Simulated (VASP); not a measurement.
Set up this calculation in VASP 6.6.1, as the native input.

- Task: relaxation of cell and atoms
- Functional: PBE
- Potentials or basis: VASP PAW PBE potentials, release 64 (Bi_d, S)
- Cutoff: 600 eV
- k mesh: 8 × 8 × 4
- Occupations: gaussian, width 0.1 eV
- Spin: no spin polarisation
- Dipole correction: no
- Further INCAR settings: ALGO = Normal; EDIFF = 1e-07; IBRION = 2; EDIFFG = -0.01; NSW = 100; ISIF = 3

The structure of BiS7 lies in POSCAR:

```
BiS7
1.0
    3.8201550729      0.0000000000      0.0000000000
    0.0000000000      3.8201550729      0.0000000000
    0.0000000000      0.0000000000     11.2557617855
Bi S
1 7
Direct
    0.0000000000      0.0000000000      0.0000000000
    0.5000000000      0.5000000000      0.2861314347
    0.5000000000      0.5000000000      0.7138685653
    0.5000000000      0.5000000000      0.0000000000
    0.0000000000      0.0000000000      0.2755399564
    0.0000000000      0.0000000000      0.7244600436
    0.0000000000      0.0000000000      0.5000000000
    0.5000000000      0.5000000000      0.5000000000
```

One way to write it, as run:

INCAR

```
SYSTEM = BiS7
  PREC = Accurate
  ENCUT = 600
  EDIFF = 1E-7
  ISMEAR = 0
  SIGMA = 0.1
  LREAL = .FALSE.
  LASPH = .TRUE.
  NELM = 60
  ALGO = Normal
  ISIF = 3
  LWAVE = .FALSE.
  LCHARG = .FALSE.
  GGA = PE
  IBRION = 2
  NSW = 100
  EDIFFG = -0.01
```

KPOINTS

```
Automatic mesh
0
G
  8 8 4
  0 0 0
```

Potentials or basis: VASP PAW PBE potentials, release 64 (Bi_d, S).

Run with:

```console
$ cat potpaw_PBE.64/Bi_d/POTCAR potpaw_PBE.64/S/POTCAR > POTCAR
$ mpirun -np 1 vasp_std > vasp.out
```

It gave:

The relaxed volume is 20.23 Å³/atom, the relaxed cell is a = 3.830 Å, b = 3.830 Å, c = 11.033 Å, α = 90.00°, β = 90.00°, γ = 90.00° and the space group after relaxing (to 0.05 Å) is P4/mmm (No. 123). The energy gained by relaxing is 4.8 meV/atom and the ionic steps are 7. The pressure after relaxing is 0.0 GPa. The largest force after relaxing is 0.007 eV/Å.

Run time: 9 min on 1 thread of Intel(R) Xeon(R) 6975P-C (Granite Rapids) (shared host), peak memory 0.46 GiB.
